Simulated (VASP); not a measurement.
Wanted: the native input for a VASP 6.6.1 run.

```yaml
Task: single point
Functional: PBE
Potentials_or_basis: VASP PAW PBE potentials, release 64 (Na_pv, Li_sv, S)
Cutoff: 520 eV
k_mesh: 8 × 8 × 8
Occupations: gaussian, width 0.02 eV
Spin: no spin polarisation
Dipole_correction: no
k_mesh_for_the_DOS: 12 × 12 × 12
Occupations_for_the_DOS: tetrahedron
Further_INCAR_settings: ALGO = Normal; EDIFF = 1e-06; NBANDS = 19
```

Crystal: NaLi3S.

```
Na Li S
1.0
     4.85873    0.00000    0.00000
     0.00000    4.85873    0.00000
     0.00000    0.00000    4.85873
Na Li S
1 3 1
Direct
  0.50000 0.50000 0.50000
  0.00000 0.50000 0.50000
  0.50000 0.00000 0.50000
  0.50000 0.50000 0.00000
  0.00000 0.00000 0.00000
```

One way to write it, as run:

POSCAR

```
NaLi3S
1.0
    4.8587277013      0.0000000000      0.0000000000
    0.0000000000      4.8587277013      0.0000000000
    0.0000000000      0.0000000000      4.8587277013
Na Li S
1 3 1
Direct
    0.5000000000      0.5000000000      0.5000000000
    0.0000000000      0.5000000000      0.5000000000
    0.5000000000      0.0000000000      0.5000000000
    0.5000000000      0.5000000000      0.0000000000
    0.0000000000      0.0000000000      0.0000000000
```

INCAR.step1

```
SYSTEM = NaLi3S
PREC     = Accurate       ! precision mode
ENCUT    = 520            ! plane-wave cutoff, eV
EDIFF    = 1E-6           ! SCF threshold, eV
ISMEAR   = 0              ! smearing method
SIGMA    = 0.02           ! smearing width, eV
LREAL    = .FALSE.        ! projectors in reciprocal space
LASPH    = .TRUE.         ! aspherical terms in the spheres
NELM     = 100            ! most SCF steps
ALGO     = Normal         ! electronic algorithm
ISIF     = 2              ! what is computed and relaxed
LWAVE    = .FALSE.        ! write WAVECAR
LCHARG   = .TRUE.         ! write CHGCAR
GGA      = PE             ! functional
NBANDS   = 19             ! bands
```

KPOINTS.step1

```
regular mesh
0
G
  8 8 8
  0 0 0
```

INCAR.step2

```
SYSTEM = NaLi3S
PREC     = Accurate       ! precision mode
ENCUT    = 520            ! plane-wave cutoff, eV
EDIFF    = 1E-6           ! SCF threshold, eV
ISMEAR   = -5             ! smearing method
SIGMA    = 0.02           ! smearing width, eV
LREAL    = .FALSE.        ! projectors in reciprocal space
LASPH    = .TRUE.         ! aspherical terms in the spheres
NELM     = 100            ! most SCF steps
ALGO     = Normal         ! electronic algorithm
ISIF     = 2              ! what is computed and relaxed
LWAVE    = .FALSE.        ! write WAVECAR
LCHARG   = .FALSE.        ! write CHGCAR
GGA      = PE             ! functional
LORBIT   = 10             ! projections on sites
NBANDS   = 19             ! bands
NEDOS    = 2001           ! points of the DOS
ICHARG   = 11             ! starting density
```

KPOINTS.step2

```
regular mesh
0
G
  12 12 12
  0 0 0
```

Potentials or basis: VASP PAW PBE potentials, release 64 (Na_pv, Li_sv, S).

Launch:

```console
$ cat potpaw_PBE.64/Na_pv/POTCAR potpaw_PBE.64/Li_sv/POTCAR potpaw_PBE.64/S/POTCAR > POTCAR
$ cp INCAR.step1 INCAR
$ cp KPOINTS.step1 KPOINTS
$ mpirun -np 1 vasp_std > vasp.out
$ cp INCAR.step2 INCAR
$ cp KPOINTS.step2 KPOINTS
$ mpirun -np 1 vasp_std > vasp.out
```

Results of the run:

```
Valence electrons inside the program's atomic spheres : Na 6.25; Li 2.06; S 3.57
```

It took 77 s on 1 thread of Intel(R) Xeon(R) 6975P-C (Granite Rapids), on a shared host, peak memory 0.3 GiB.
